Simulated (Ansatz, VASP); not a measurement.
# HfO2: VASP beside Ansatz

```
CELL_PARAMETERS angstrom
5.25403 0.00000 0.00000
0.00000 5.03791 0.00000
0.00000 0.00000 5.06602
ATOMIC_POSITIONS crystal
Hf 0.96699 0.73252 0.74144
Hf 0.53301 0.73252 0.24144
Hf 0.46699 0.26748 0.74144
Hf 0.03301 0.26748 0.24144
O 0.63213 0.92865 0.87927
O 0.86787 0.92865 0.37927
O 0.23395 0.53988 0.49229
O 0.26605 0.53988 0.99229
O 0.76605 0.46012 0.99229
O 0.73395 0.46012 0.49229
O 0.13213 0.07135 0.87927
O 0.36787 0.07135 0.37927
```

Alike in both runs: task single point; functional BLYP; dispersion D3(BJ); k mesh 5 × 6 × 5; occupations fermi-dirac, width 0.05 eV; no spin polarisation.

|  | VASP | Ansatz |
| --- | --- | --- |
| version | VASP 6.6.1 | Ansatz 0.2.0 |
| potentials or method | VASP PAW PBE potentials, release 64 (Hf_pv, O) | Ansatz PAW |
| plane-wave cutoff (eV) | 520 | 420 |
| valence electrons in the cell | 88 | 152 |

|  | VASP | Ansatz | Ansatz less VASP |
| --- | --- | --- | --- |
| gap on the k mesh at the Fermi level (eV) | 4.41 | 4.45 | +0.043 |
| least direct gap on the mesh (eV) | 4.59 | 4.63 | +0.039 |
| pressure (GPa) | 0.4 | 2.9 | +2.54 |
| traceless stress, the component that is largest in VASP (GPa) | -0.05 | -0.08 | -0.022 |
| rms of the force components (eV/Å) | 0.035 | 0.050 | +0.0143 |

VASP's potentials were made for PBE, not for BLYP. Atom by atom the forces differ by 0.022 eV/Å (rms over components). VASP's potentials hold 88 valence electrons a cell and Ansatz's 152, so a difference there can come from the potentials and not from the codes.

Neither program's run includes spin-orbit coupling. Noted on Ansatz's run: odd divisions of the mesh miss points on the zone boundary, where band edges often lie, so the gap on the mesh can be too wide.
